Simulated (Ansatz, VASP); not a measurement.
C: VASP beside Ansatz

```xyz
6
Lattice="-2.1496 2.1496 2.1496 2.1496 -2.1496 2.1496 2.1496 2.1496 -2.1496" Properties=species:S:1:pos:R:3 pbc="T T T"
C     0.0000    2.1496    1.0748
C     2.1496    0.0000    1.0748
C     1.0748    2.1496    0.0000
C     0.0000    1.0748    2.1496
C     1.0748    0.0000    2.1496
C     2.1496    1.0748    0.0000
```

Alike in both runs: task relaxation of cell and atoms; functional PBE; k mesh 6 × 6 × 6; occupations gaussian, width 0.1 eV; no spin polarisation.

|  | VASP | Ansatz |
| --- | --- | --- |
| version | VASP 6.6.1 | Ansatz 0.2.0 |
| potentials or method | VASP PAW PBE potentials, release 64 (C), cutoff 600 eV | scalar-relativistic, plane waves, PAW |
| valence electrons in the cell | 24 | 24 |

VASP gave:

| Item | Value |
| --- | --- |
| gap on the k mesh at the Fermi level, each at its own relaxed structure (eV) | 2.72 |
| relaxed volume (Å³/atom) | 7.02 |
| relaxed cell length with the largest relative difference (Å) | 3.796 |

Q: What did Ansatz give for the same quantities?

A: gap on the k mesh at the Fermi level, each at its own relaxed structure (eV): 2.74; relaxed volume (Å³/atom): 7.01; relaxed cell length with the largest relative difference (Å): 3.795.
